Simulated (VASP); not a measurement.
# C in VASP: single point with PBEsol

Aim: the single point of C with PBEsol.

Everything below comes from runs of VASP 6.6.1. Logs are shortened: lines on timing, memory, paths and dates and some standing lists are left out, and cuts for length are marked.

### 1 The cell of the first run

The cell holds a slab with vacuum, 19 atoms: a = 7.398 Å, b = 7.398 Å, c = 12.000 Å, α = 90.00°, β = 90.00°, γ = 120.00°.

### 2 Single point, PBEsol, collinear spin

The input, INCAR:

```
PREC = Accurate
ENCUT = 520
EDIFF = 1E-6
ISMEAR = 0
SIGMA = 0.05
LREAL = Auto
LASPH = True
NELM = 150
ALGO = Normal
ISIF = 2
LWAVE = False
LCHARG = False
ISPIN = 2
MAGMOM = 0 0 0 0 0 0 0 0 0 0 0 0 0 0 0 0 0 0 1
LORBIT = 11
GGA = PS
NBANDS = 57
```

The input, KPOINTS:

```
regular mesh
0
Gamma
  2 2 1
```

The input, POSCAR:

```
C
1.0
    7.3980000000      0.0000000000      0.0000000000
   -3.6990000000      6.4068560000      0.0000000000
    0.0000000000      0.0000000000     12.0000000000
C
19
Direct
   -0.0037621334     -0.0044575564      0.0815995038
    0.2206663619      0.1077072944      0.0815036339
   -0.0116689474      0.3249612674      0.1082547841
    0.2285548642      0.4448648750      0.1082289340
   -0.0037678234      0.6620505109      0.0814747457
    0.2206851193      0.7742271266      0.0816588794
    0.3323071315     -0.0032187365      0.0777822147
    0.5521135014      0.1066906951      0.0768333739
    0.3336857099      0.3272877172      0.0833969764
    0.5527028536      0.4400602060      0.0754209557
    0.3337322619      0.6676651993      0.0836278093
    0.5527419845      0.7739692784      0.0756713643
    0.6642064562     -0.0041765219      0.0757023184
    0.8832217776      0.1021286587      0.0836409088
    0.6641776712      0.3296974612      0.0754140429
    0.8831876916      0.4424812104      0.0833522223
    0.6647993823      0.6630711928      0.0767708483
    0.8846174678      0.7729896627      0.0776884862
    0.1084537695      0.3849941586      0.2169773978
```

Potentials or basis: VASP PAW PBE potentials, release 64 (C).

Launch:

```
$ cat potpaw_PBE.64/C/POTCAR > POTCAR
$ mpirun -np 1 vasp_std > vasp.out
```

OUTCAR:

```text
PREC = Accurate
   ENCUT = 520
   EDIFF = 1E-6
   ISMEAR = 0
   LREAL = Auto
   LASPH = True
   NELM = 150
   ISIF = 2
   ISPIN = 2
   LORBIT = 11
   GGA = PS

 ion  position               nearest neighbor table
   1  0.996  0.996  0.082-  14 1.41  18 1.43   2 1.44
   2  0.221  0.108  0.082-   9 1.41   7 1.43   1 1.44
   3  0.988  0.325  0.108-  16 1.46  14 1.46  19 1.51   4 1.54
   4  0.229  0.445  0.108-   9 1.46  11 1.46  19 1.51   3 1.54
   5  0.996  0.662  0.081-  16 1.41  18 1.43   6 1.44
   6  0.221  0.774  0.082-  11 1.41   7 1.43   5 1.44
   7  0.332  0.997  0.078-   8 1.41   6 1.43   2 1.43
   8  0.552  0.107  0.077-   7 1.41  13 1.43  15 1.43
   9  0.334  0.327  0.083-  10 1.41   2 1.41   4 1.46
  10  0.553  0.440  0.075-   9 1.41  15 1.42  17 1.43
  11  0.334  0.668  0.084-  12 1.41   6 1.41   4 1.46
  12  0.553  0.774  0.076-  11 1.41  13 1.42  17 1.43
  13  0.664  0.996  0.076-  14 1.41  12 1.42   8 1.43
  14  0.883  0.102  0.084-  13 1.41   1 1.41   3 1.46
  15  0.664  0.330  0.075-  16 1.41  10 1.42   8 1.43
  16  0.883  0.442  0.083-  15 1.41   5 1.41   3 1.46
  17  0.665  0.663  0.077-  18 1.41  12 1.43  10 1.43
  18  0.885  0.773  0.078-  17 1.41   5 1.43   1 1.43
  19  0.108  0.385  0.217-   3 1.51   4 1.51

  LATTYP: Found a hexagonal cell.
 ALAT       =     7.3980000000
 C/A-ratio  =     1.6220600162

  Lattice vectors:

 A1 = (   7.3980000000,   0.0000000000,   0.0000000000)
 A2 = (  -3.6990000000,   6.4068560000,   0.0000000000)
 A3 = (   0.0000000000,   0.0000000000,  12.0000000000)

Analysis of symmetry for initial positions (statically):
=====================================================================
 Subroutine PRICEL returns:
 Original cell was already a primitive cell.

 Routine SETGRP: Setting up the symmetry group for a
 hexagonal supercell.

 Subroutine GETGRP returns: Found  1 space group operations
 (whereof  1 operations were pure point group operations)
 out of a pool of 24 trial point group operations.

The static configuration has the point symmetry C_1 .

Analysis of symmetry for dynamics (positions and initial velocities):
=====================================================================
 Subroutine PRICEL returns:
 Original cell was already a primitive cell.

 Routine SETGRP: Setting up the symmetry group for a
 hexagonal supercell.

 Subroutine GETGRP returns: Found  1 space group operations
 (whereof  1 operations were pure point group operations)
 out of a pool of 24 trial point group operations.

The dynamic configuration has the point symmetry C_1 .

Analysis of structural, dynamic, and magnetic symmetry:
=====================================================================
 Subroutine PRICEL returns:
 Original cell was already a primitive cell.

 Routine SETGRP: Setting up the symmetry group for a
 hexagonal supercell.

 Subroutine GETGRP returns: Found  1 space group operations
 (whereof  1 operations were pure point group operations)
 out of a pool of 24 trial point group operations.

The overall configuration has the point symmetry C_1 .

 Subroutine INISYM returns: Found  1 space group operations
 (whereof  1 operations are pure point group operations),
 and found     1 'primitive' translations

----------------------------------------------------------------------------------------

                                     Primitive cell

  volume of cell :     568.7750

  direct lattice vectors                    reciprocal lattice vectors
     7.398000000  0.000000000  0.000000000     0.135171668  0.078041398  0.000000000
    -3.699000000  6.406856000  0.000000000     0.000000000  0.156082796  0.000000000
     0.000000000  0.000000000 12.000000000     0.000000000  0.000000000  0.083333333

  length of vectors
     7.398000000  7.398000054 12.000000000     0.156082797  0.156082796  0.083333333
[... 73 lines left out ...]
  0.500000  0.000000  0.000000      1.000000
  0.000000  0.500000  0.000000      1.000000
  0.500000  0.500000  0.000000      1.000000
   k-points           NKPTS =      4   k-points in BZ     NKDIM =      4   number of bands    NBANDS=     57
   number of dos      NEDOS =    301   number of ions     NIONS =     19
   total plane-waves  NPLWV = 282240
   dimension x,y,z NGX =    56 NGY =   56 NGZ =   90
   dimension x,y,z NGXF=   112 NGYF=  112 NGZF=  180
   ions per type =              19
   NGX,Y,Z   is equivalent  to a cutoff of  12.58, 12.58, 12.47 a.u.
   NGXF,Y,Z  is equivalent  to a cutoff of  25.17, 25.17, 24.94 a.u.
 SYSTEM =  unknown system
   PREC   = accura    normal or accurate (medium, high low for compatibility)
   ISTART =      0    job   : 0-new  1-cont  2-samecut
   ICHARG =      2    charge: 1-file 2-atom 10-const
   ISPIN  =      2    spin polarized calculation?
   LNONCOLLINEAR =      F non collinear calculations
   LSORBIT =      F    spin-orbit coupling
   LASPH  =      T    aspherical Exc in radial PAW
   ENCUT  =  520.0 eV  38.22 Ry    6.18 a.u.  13.76 13.76 22.31*2*pi/ulx,y,z
   NELM   =    150;   NELMIN=  2; NELMDL= -5     # of ELM steps
   EDIFF  = 0.1E-05   stopping-criterion for ELM
   LREAL  =      T    real-space projection
   EDIFFG = 0.1E-04   stopping-criterion for IOM
   NSW    =      0    number of steps for IOM
   IBRION =     -1    ionic relax: 0-MD 1-quasi-New 2-CG
   NFREE  =      0    steps in history (QN), initial steepest desc. (CG)
   ISIF   =      2    stress and relaxation
   ISYM   =      2    0-nonsym 1-usesym 2-fastsym
   POTIM  = 0.5000    time-step for ionic-motion
   TEBEG  =    0.0;   TEEND  =   0.0 temperature during run
   PSTRESS=    0.0 pullay stress
   NELECT =      76.0000    total number of electrons
   NUPDOWN=      -1.0000    fix difference up-down
   EMIN   =  10.00;   EMAX   =-10.00  energy-range for DOS
   EFERMI =   0.00;   METHOD = LEGACY
   ISMEAR =     0;   SIGMA  =   0.05  broadening in eV -4-tet -1-fermi 0-gaus
   EFERMI_NEDOS =   21; number of points for ismear=-14 and -15
   IALGO  =     38    algorithm
   IMIX   =      4    mixing-type and parameters
     AMIX     =   0.40;   BMIX     =  1.00
     AMIX_MAG =   1.60;   BMIX_MAG =  1.00
  volume/ion in A,a.u.               =      29.94       202.01
  Fermi-wavevector in a.u.,A,eV,Ry     =   0.836949  1.581605  9.530667  0.700484
  Thomas-Fermi vector in A             =   1.950758
   LORBIT       =     11    0 simple, 1 ext, 2 COOP (PROOUT), +10 PAW based schemes
   GGA     = PS    functional components
   LHFCALC =     F    Hartree Fock is set to
   AEXX    =    0.0000 exact exchange contribution
   IVDW    =     0    specifies the selected vdW correction
   LEPSILON=     F    determine dielectric tensor
   LRPA    =     F    only Hartree local field effects (RPA)
 spin polarized calculation
 Gauss-broadening in eV      SIGMA  =   0.05
  energy-cutoff  :      520.00
  volume of cell :      568.78
 maximum number of plane-waves:     15363
 NGX is ok and might be reduce to    56
   NGX = 27   NGY = 27   NGZ = 45

 number of electron      75.9999996 magnetization       0.5004572

 Free energy of the ion-electron system (eV)
  ---------------------------------------------------
  ext. energy  EPLUGINS =         0.00000000
  ---------------------------------------------------
  free energy    TOTEN  =      -176.54793755 eV

  energy without entropy =     -176.54031678  energy(sigma->0) =     -176.54412717

 E-fermi :  -2.2618     XC(G=0):  -3.8384

 val. band max:       -2.2623954376   @ k =   0.0000   0.5000   0.0000
 cond. band min:      -2.1270668391   @ k =   0.0000   0.0000   0.0000
 fundamental gap:      0.1353285985
 Fermi energy:        -2.2617943850

 spin component 1

 k-point     1 :       0.0000    0.0000    0.0000
  band No.  band energies     occupation
      1     -21.9547      1.00000
      2     -20.2207      1.00000
      3     -19.1757      1.00000
      4     -19.1300      1.00000
      5     -19.0656      1.00000
      6     -18.9972      1.00000
[... 201 lines left out ...]
     49       3.9590      0.00000
     50       4.1959      0.00000
 Fermi energy:        -2.2617943850

 spin component 2

 k-point     1 :       0.0000    0.0000    0.0000
  band No.  band energies     occupation
      1     -21.9106      1.00000
      2     -20.1513      1.00000
      3     -19.1598      1.00000
      4     -19.1125      1.00000
      5     -19.0403      1.00000
      6     -18.9896      1.00000
[... 201 lines left out ...]
     49       3.9770      0.00000
     50       4.2159      0.00000
 [bands above 50 left out]

------------------------ aborting loop because EDIFF is reached ----------------------------------------

  FORCE on cell =-STRESS in cart. coord.  units (eV):
  Direction    XX          YY          ZZ          XY          YZ          ZX
  --------------------------------------------------------------------------------------
  -------------------------------------------------------------------------------------
  Total        0.6760222      1.9617432      0.0214619     -1.1551344     -0.0018496      0.0072238
  in kB        1.9042808      5.5260169      0.0604559     -3.2538876     -0.0052102      0.0203486
  external PRESSURE =       2.4969178 kB  Pullay stress =       0.0000000 kB

 VOLUME and BASIS-vectors are now :
 -----------------------------------------------------------------------------
  energy-cutoff  :      520.00
  volume of cell :      568.78
      direct lattice vectors                 reciprocal lattice vectors
     7.398000000  0.000000000  0.000000000     0.135171668  0.078041398  0.000000000
    -3.699000000  6.406856000  0.000000000     0.000000000  0.156082796  0.000000000
     0.000000000  0.000000000 12.000000000     0.000000000  0.000000000  0.083333333

 POSITION                                       TOTAL-FORCE (eV/Angst)
 -----------------------------------------------------------------------------------
      3.68766      6.37830      0.97919        -0.005458      0.005382      0.003336
      1.23408      0.69007      0.97804         0.007325     -0.000631      0.003986
      6.10964      2.08198      1.29906        -0.030204     -0.022210     -0.028053
      0.04529      2.85019      1.29875         0.039295      0.015297     -0.029088
      4.92120      4.24166      0.97770         0.000893      0.003803      0.004188
     -1.23124      4.96036      0.97991         0.000192      0.001369     -0.001124
[... 11 lines left out ...]
      3.68511      4.95243      0.93226         0.004317      0.000407      0.001357
     -0.62175      2.46660      2.60373        -0.002871     -0.003278      0.116158
 -----------------------------------------------------------------------------------
    total drift:                                0.015580      0.014132     -0.005920

  FREE ENERGIE OF THE ION-ELECTRON SYSTEM (eV)
  ---------------------------------------------------
  free  energy   TOTEN  =      -176.5479375543 eV

  energy  without entropy=     -176.5403167809  energy(sigma->0) =     -176.54412717

 total charge

# of ion       s       p       d       tot
------------------------------------------
    1        0.857   1.780   0.000   2.637
    2        0.857   1.781   0.000   2.637
    3        0.837   1.801   0.000   2.638
    4        0.837   1.801   0.000   2.638
    5        0.857   1.781   0.000   2.637
    6        0.857   1.780   0.000   2.637
[... 11 lines left out ...]
   18        0.858   1.788   0.000   2.646
   19        0.982   1.297   0.000   2.279
--------------------------------------------------
tot         16.402  33.424   0.000  49.827

 magnetization (x)

# of ion       s       p       d       tot
------------------------------------------
    1        0.000   0.011   0.000   0.011
    2        0.000   0.011   0.000   0.011
    3       -0.001  -0.006   0.000  -0.007
    4       -0.001  -0.006   0.000  -0.007
    5        0.000   0.011   0.000   0.011
    6        0.000   0.011   0.000   0.011
[... 11 lines left out ...]
   18       -0.000  -0.001   0.000  -0.002
   19        0.008   0.153   0.000   0.161
--------------------------------------------------
tot          0.018   0.242   0.000   0.260
```

Wall time 12 min (1 thread of Intel Xeon Platinum 8259CL at 2.50GHz (Skylake/Cascade Lake), shared host); peak memory 0.85 GiB.

What came out:

```
Free energy                                           : -176.5479 eV
Largest force                                         : 0.116 eV/Å
Net moment                                            : 0.50 μB per cell
Site moments                                          : C +0.01, -0.01, -0.00, +0.00, +0.16 (each value once) μB
Valence electrons inside the program's atomic spheres : C 2.64, 2.65, 2.28 (each value once)
```

Forces on the atoms (eV/Å):
```
C   -0.005  0.005  0.003
C    0.007 -0.001  0.004
C   -0.030 -0.022 -0.028
C    0.039  0.015 -0.029
C    0.001  0.004  0.004
C    0.000  0.001 -0.001
C   -0.009 -0.005 -0.004
C    0.011  0.014 -0.005
C    0.000  0.010 -0.007
C   -0.012  0.001 -0.005
C   -0.006 -0.004 -0.011
C   -0.003 -0.009 -0.009
C   -0.001  0.013 -0.005
C   -0.002  0.001 -0.014
C    0.010 -0.007 -0.002
C    0.001 -0.006 -0.004
C   -0.002 -0.008 -0.005
C    0.004  0.000  0.001
C   -0.003 -0.003  0.116
```

Caveat: the k points lie up to 0.49 Å⁻¹ apart; the PAW data sets were made with another functional, which shifts forces and pressure a little.
